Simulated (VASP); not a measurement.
The system is AlN.

```
Al N
1.0
     0.01539    2.01407    2.01407
     2.01407    0.01539    2.01407
     2.01407    2.01407    0.01539
Al N
1 1
Direct
  0.00000 0.00000 0.00000
  0.50000 0.50000 0.50000
```

This cell differs from its parent crystal: epitaxial 111 strain -1.0%.

Base run:

* Program: VASP 6.6.1
* Functional: r2SCAN
* Potentials or basis: VASP PAW PBE potentials, release 64 (Al, N)
* Cutoff: 520 eV
* k mesh: 10 × 10 × 10
* Occupations: gaussian, width 0.01 eV
* Spin: no spin polarisation

Its results: band gap on the k mesh 5.60 eV, indirect (least direct gap 6.80 eV); pressure 4.5 GPa.

Question: The run is repeated on the same cell with these changes: functional from r2SCAN to PBE; k mesh from 10 × 10 × 10 to 6 × 6 × 6. What comes out?

Answer: Band gap on the k mesh 4.73 eV, indirect (least direct gap 5.95 eV); pressure 11.5 GPa.

Several settings changed at once, so the effect can't be laid on one alone.

Caveats: some runs use coarse meshes; the PAW data sets were made with another functional, which shifts forces and pressure a little (some runs).

A k mesh can miss the band edges.
